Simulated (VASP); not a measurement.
A run of VASP 6.6.1 is set up as follows.

Contents of INCAR:

```
  PREC = Accurate
  ENCUT = 520
  EDIFF = 1E-6
  ISMEAR = 0
  SIGMA = 0.05
  LREAL = F
  LASPH = T
  NELM = 80
  ALGO = Normal
  ISIF = 2
  LWAVE = F
  LCHARG = F
  GGA = PE
  NBANDS = 26
```

Contents of KPOINTS:

```
regular mesh
0
Gamma
  8 6 4
```

Contents of POSCAR:

```
AlN
1.0
   -1.6567491617      2.8695737234      0.0000000000
    0.0000000000      0.0000000000      4.1874629526
    4.9702474850      2.8695737234      0.0000000000
Al N
4 4
Direct
    0.5570394132      0.7500000000      0.1096272535
    0.0000000000      0.7500000000      0.6666666667
    0.0000000000      0.2500000000      0.3333333333
    0.5000000000      0.2500000000      0.8333333333
    0.5000000000      0.2500000000      0.1666666667
    0.0000000000      0.2500000000      0.6666666667
    0.0000000000      0.7500000000      0.3333333333
    0.5000000000      0.7500000000      0.8333333333
```

Potentials or basis: VASP PAW PBE potentials, release 64 (Al, N).

Launch:

```sh
$ cat potpaw_PBE.64/Al/POTCAR potpaw_PBE.64/N/POTCAR > POTCAR
$ mpirun -np 1 vasp_std > vasp.out
```

(1) Predict the pressure.

(2) Predict the largest force.

(3) Predict the band gap on the k mesh.

## Answers

(1) 6.3 GPa.

(2) 11.363 eV/Å.

(3) 2.69 eV.

Caveat: the cell differs from its parent crystal (atom 1 (Al) moved by -0.378 Å along [1 0 0] and +0.000 Å along [1 2 0]); the stress differs along the axes, from 0 to 12 GPa; forces of over 1 eV/Å act on the atoms, so gaps and moduli don't describe the material at rest.
